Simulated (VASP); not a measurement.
# Si: single point with PBE

The system is Si.

```
Si
1.0
     0.00000    1.93585    1.93585
     1.93585    0.00000    1.93585
     1.93585    1.93585    0.00000
Si
1
Direct
  0.00000 0.00000 0.00000
```

This isn't the form of Si at room conditions, which is diamond.

| Property | Result |
| --- | --- |
| Program | VASP 6.6.1 |
| Task | single point |
| Functional | PBE |
| Potentials or basis | VASP PAW PBE potentials, release 64 (Si) |
| Cutoff | 500 eV |
| k mesh | 17 × 17 × 17 |
| Occupations | fermi-dirac, width 0.1 eV |
| Spin | no spin polarisation |

* Pressure: -0.1 GPa
* Band gap on the k mesh: zero (bands 2 and 3 overlap by 14.06 eV)

Levels at points of the mesh, in eV from the Fermi level:
```csv
k point,band 1,band 2,band 3,band 4,band 5,band 6
"(0.00, 0.00, 0.00)",-14.46,11.07,11.07,11.07,11.88,11.88
```

It took 11 s on 1 thread of AMD EPYC 7R43 64-Core Processor (Zen 3) (shared host), peak memory 0.09 GiB.
